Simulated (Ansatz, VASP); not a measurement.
One calculation of Sn, two programs

The input INCAR:

```
PREC = Accurate
ENCUT = 520
EDIFF = 1E-6
ISMEAR = -1
SIGMA = 0.1
LREAL = F
LASPH = T
NELM = 80
ALGO = Normal
ISIF = 2
LWAVE = F
LCHARG = F
GGA = PE
NBANDS = 21
```

File KPOINTS:

```
Automatic mesh
0
Gamma
  12 12 7
```

Contents of POSCAR:

```
Sn
1.0
    3.2847089174      0.0000000000      0.0000000000
   -1.6423544587      2.8446413665      0.0000000000
    0.0000000000      0.0000000000      5.4611056777
Sn
2
Direct
    0.3333333333      0.6666666667      0.2500000000
    0.6666666667      0.3333333333      0.7500000000
```

Input for Ansatz:

```yaml
crystal:
  lattice:
    - [3.2847089174, 0.0, 0.0]
    - [-1.6423544587, 2.8446413665, 0.0]
    - [0.0, 0.0, 5.4611056777]
  atoms:
    - { symbol: Sn, position: [0.3333333333, 0.6666666667, 0.25] }
    - { symbol: Sn, position: [0.6666666667, 0.3333333333, 0.75] }
hamiltonian:
  xc: pbe
  pseudopotentials:
    kind: paw
    azcp:
      Sn: "pseudopotentials/Sn.paw.azcp"
basis:
  ecutwfc: 420
  fft_grid_basis: typed
kpoints:
  mp_grid: { grid: [12, 12, 7], shift: [0, 0, 0] }
magnetization:
  spin_polarized: false
scf:
  occupations: { method: fermi_dirac, width: 0.1 }
  lower_state_search: "off"
output:
  stress: true
```

Alike in both runs: task single point; functional PBE; k mesh 12 × 12 × 7; occupations fermi-dirac, width 0.1 eV; no spin polarisation.

|  | VASP | Ansatz |
| --- | --- | --- |
| version | VASP 6.6.1 | Ansatz 0.2.0 |
| potentials or method | VASP PAW PBE potentials, release 64 (Sn_d), cutoff 520 eV | plane waves (420 eV) with PAW, scalar-relativistic |
| valence electrons in the cell | 28 | 28 |

Ansatz gave:

| Property | Result |
| --- | --- |
| pressure (GPa) | 4.8 |
| traceless stress, the component that is largest in VASP (GPa) | -1.23 |

Task: What did VASP give for the same quantities?

Result: Pressure (GPa): 4.7; traceless stress, the component that is largest in VASP (GPa): -1.24.
